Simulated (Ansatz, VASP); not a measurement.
# AlFe in VASP and in Ansatz

INCAR

```
SYSTEM = AlFe
  ALGO = Normal
  EDIFF = 1E-6
  ENCUT = 600
  GGA = PE
  GGA_COMPAT = .False.
  ISIF = 2
  ISMEAR = -1
  ISPIN = 2
  LASPH = .True.
  LCHARG = .False.
  LMAXMIX = 4
  LORBIT = 11
  LREAL = .False.
  LWAVE = .False.
  MAGMOM = 0 0.8
  NBANDS = 16
  NELM = 200
  PREC = Accurate
  SIGMA = 0.1
```

The input KPOINTS:

```
k-points
0
Gamma
  11 11 11
  0 0 0
```

POSCAR

```
AlFe
1.0
    2.9100000000      0.0000000000      0.0000000000
    0.0000000000      2.9100000000      0.0000000000
    0.0000000000      0.0000000000      2.9100000000
Al Fe
1 1
Direct
    0.0000000000      0.0000000000      0.0000000000
    0.5000000000      0.5000000000      0.5000000000
```

Input for Ansatz:

```yaml
crystal:
  lattice:
    - [2.91, 0.0, 0.0]
    - [0.0, 2.91, 0.0]
    - [0.0, 0.0, 2.91]
  atoms:
    - { symbol: Al, position: [0.0, 0.0, 0.0] }
    - { symbol: Fe, position: [0.5, 0.5, 0.5], spin: 0.8 }
magnetization:
  spin_polarized: true
kpoints:
  mp_grid: { grid: [11, 11, 11] }
scf:
  occupations: { method: fermi_dirac, width: 0.1 }
  lower_state_search: "off"
hamiltonian:
  xc: pbe
  pseudopotentials: { kind: all_electron, lapw: { basis_error: 0.001 } }
output:
  forces: true
  stress: true
  eigenvalues: false
  populations: true
  dos: { projected: true, de: 0.1, e_range: [-8, 5] }
```

Alike in both runs: task single point; functional PBE; k mesh 11 × 11 × 11; occupations fermi-dirac, width 0.1 eV; collinear spin.

```csv
,VASP,Ansatz
version,VASP 6.6.1,Ansatz 0.2.0
potentials or method,"VASP PAW PBE potentials, release 64 (Al, Fe), cutoff 600 eV","all-electron LAPW, scalar-relativistic"
```

VASP gave:

| Quantity | Value |
| --- | --- |
| pressure (GPa) | -5.7 |
| net moment per atom (μB) | 0.36 |
| size of the moment on the site where the two differ most (μB) | 0.75 |

Problem. Estimate Ansatz's values.

Solution. Pressure (GPa): -5.8; net moment per atom (μB): 0.36; size of the moment on the site where the two differ most (μB): 0.77.

Site moments also hang on the region over which each program counts them. Ansatz ran all-electron here, and VASP with PAW potentials. Ansatz's warnings: stability check not made.
